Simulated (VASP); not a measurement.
A run of VASP 6.6.1:

Contents of POSCAR:

```
Ni
1.0
    0.0000000000      1.7047240000      1.7047240000
    1.7047240000      0.0000000000      1.7047240000
    1.7047240000      1.7047240000      0.0000000000
Ni
1
Direct
    0.0000000000      0.0000000000      0.0000000000
```

Contents of INCAR.step1:

```
  ALGO = Normal
  EDIFF = 1E-4
  ENCUT = 600
  GGA = PE
  ISMEAR = 1
  LASPH = T
  LCHARG = F
  LDAU = T
  LDAUJ = 0
  LDAUL = 2
  LDAUTYPE = 2
  LDAUU = 3
  LMAXMIX = 4
  LREAL = F
  LWAVE = T
  NELM = 150
  PREC = Accurate
  SIGMA = 0.0173
```

INCAR.step2

```
  ALGO = Normal
  EDIFF = 1E-7
  EDIFFG = -0.01
  ENCUT = 600
  IBRION = 2
  ISIF = 3
  ISMEAR = 1
  ISTART = 1
  LASPH = T
  LCHARG = F
  LDAU = T
  LDAUJ = 0
  LDAUL = 2
  LDAUPRINT = 1
  LDAUTYPE = 2
  LDAUU = 3
  LMAXMIX = 4
  LMIXTAU = T
  LREAL = F
  LWAVE = F
  METAGGA = R2SCAN
  NELM = 150
  NSW = 60
  PREC = Accurate
  SIGMA = 0.0173
```

The input KPOINTS:

```
k-points
0
Gamma
  11 11 11
```

Potentials or basis: VASP PAW PBE potentials, release 64 (Ni).

Launch:

```console
$ cat potpaw_PBE.64/Ni/POTCAR > POTCAR
$ cp INCAR.step1 INCAR
$ mpirun -np 1 vasp_std > vasp.out
$ cp INCAR.step2 INCAR
$ mpirun -np 1 vasp_std > vasp.out
```

Hardware: 1 thread of Intel(R) Xeon(R) 6975P-C (Granite Rapids), on a shared host.

Question: Estimate the wall time of this run.

Answer: Run time: 41 s on 1 thread of Intel(R) Xeon(R) 6975P-C (Granite Rapids), with other jobs on the host, peak memory 0.13 GiB. Counts: k points 56, ion steps 3.
